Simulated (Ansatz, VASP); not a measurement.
This is a calculation of WC for Ansatz 0.2.0.

input.yaml

```yaml
crystal:
  lattice:
    - [2.9065, 0.0, 0.0]
    - [-1.45325, 2.5171028361, 0.0]
    - [0.0, 0.0, 2.8366]
  atoms:
    - { symbol: W, position: [0.0, 0.0, 0.0] }
    - { symbol: C, position: [0.6666666667, 0.3333333333, 0.5] }
hamiltonian:
  xc:
    exchange: pbe
    correlation: pbe
    exx: { coeff: 0.1, omega: 0.2078699 }
  pseudopotentials: { kind: paw }
kpoints:
  mp_grid: { grid: [6, 6, 5] }
scf:
  occupations: { method: fermi_dirac, width: 0.05 }
output:
  forces: true
  stress: true
  eigenvalues: true
```

Potentials or basis: Ansatz PAW.

Command:

```bash
$ ansatz run input.yaml --threads 2 --pin off --max-ram 5632MiB --backend cpu --events-out ev --progress --plain --runs-dir out
```

Question: Translate it to VASP 6.6.1. Potentials there: VASP PAW PBE potentials, release 64 (W_sv, C).

Answer: As run (the cutoff follows the program's own potentials):

File POSCAR:

```
WC
1.0
    2.9065000000      0.0000000000      0.0000000000
   -1.4532500000      2.5171028361      0.0000000000
    0.0000000000      0.0000000000      2.8366000000
W C
1 1
Direct
    0.0000000000      0.0000000000      0.0000000000
    0.6666666667      0.3333333333      0.5000000000
```

INCAR.step1

```
ALGO = Normal
EDIFF = 1E-5
ENCUT = 520
GGA = PE
ISIF = 2
ISMEAR = -1
LASPH = True
LCHARG = False
LREAL = False
LWAVE = True
NBANDS = 16
NELM = 60
PREC = Accurate
SIGMA = 0.05
```

INCAR.step2

```
AEXX = 0.1
ALGO = Normal
EDIFF = 1E-6
ENCUT = 520
GGA = PE
HFSCREEN = 0.2078699
ISIF = 2
ISMEAR = -1
ISTART = 1
LASPH = True
LCHARG = False
LHFCALC = True
LREAL = False
LWAVE = False
NBANDS = 16
NELM = 60
PREC = Accurate
PRECFOCK = Normal
SIGMA = 0.05
```

KPOINTS

```
k-points
0
Gamma
  6 6 5
```

Potentials or basis: VASP PAW PBE potentials, release 64 (W_sv, C).

The run is started by

```console
$ cat potpaw_PBE.64/W_sv/POTCAR potpaw_PBE.64/C/POTCAR > POTCAR
$ cp INCAR.step1 INCAR
$ mpirun -np 1 vasp_std > vasp.out
$ cp INCAR.step2 INCAR
$ mpirun -np 1 vasp_std > vasp.out
```

Both were run:

|  | VASP | Ansatz | Ansatz less VASP |
| --- | --- | --- | --- |
| gap on the k mesh at the Fermi level (eV) | none | none | - |
| pressure (GPa) | 2.8 | 2.1 | -0.78 |
| traceless stress, the component that is largest in VASP (GPa) | -2.40 | -2.55 | -0.155 |

VASP's potentials were made for PBE, not for PBE-based screened hybrid. A gap of «none» marks a metal or a gap that the smearing closes. With one functional, cell and mesh, what is left measures potentials, basis and numerics.

The k mesh is coarse, so the values compare programs but aren't converged. Spin-orbit coupling is off throughout.
